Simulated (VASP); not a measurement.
Here is a VASP 6.6.1 calculation.

Contents of INCAR:

```
SYSTEM = TiC
PREC     = Accurate       ! precision mode
ENCUT    = 520            ! plane-wave cutoff, eV
EDIFF    = 1E-6           ! SCF threshold, eV
ISMEAR   = -1             ! smearing method
SIGMA    = 0.05           ! smearing width, eV
LREAL    = .FALSE.        ! projectors in reciprocal space
LASPH    = .TRUE.         ! aspherical terms in the spheres
NELM     = 100            ! most SCF steps
ALGO     = Normal         ! electronic algorithm
ISIF     = 2              ! what is computed and relaxed
LWAVE    = .FALSE.        ! write WAVECAR
LCHARG   = .FALSE.        ! write CHGCAR
GGA      = PE             ! functional
NBANDS   = 15             ! bands
```

File KPOINTS:

```
Automatic mesh
0
G
  17 17 17
  0 0 0
```

File POSCAR:

```
TiC
1.0
    0.0000000000      1.9961827434      1.9961827434
    1.9961827434      0.0000000000      1.9961827434
    1.9961827434      1.9961827434      0.0000000000
Ti C
1 1
Direct
    0.0000000000      0.0000000000      0.0000000000
    0.5000000000      0.5000000000      0.5000000000
```

Potentials or basis: VASP PAW PBE potentials, release 64 (Ti_sv, C).

The run is started by

```bash
$ cat potpaw_PBE.64/Ti_sv/POTCAR potpaw_PBE.64/C/POTCAR > POTCAR
$ mpirun -np 1 vasp_std > vasp.out
```

Q: What does it give for the pressure?

A: 99.8 GPa.

Q: What does it give for the band gap on the k mesh?

A: Zero (band 8 reaches 13.28 eV, above the bottom of band 9 at 12.11 eV).
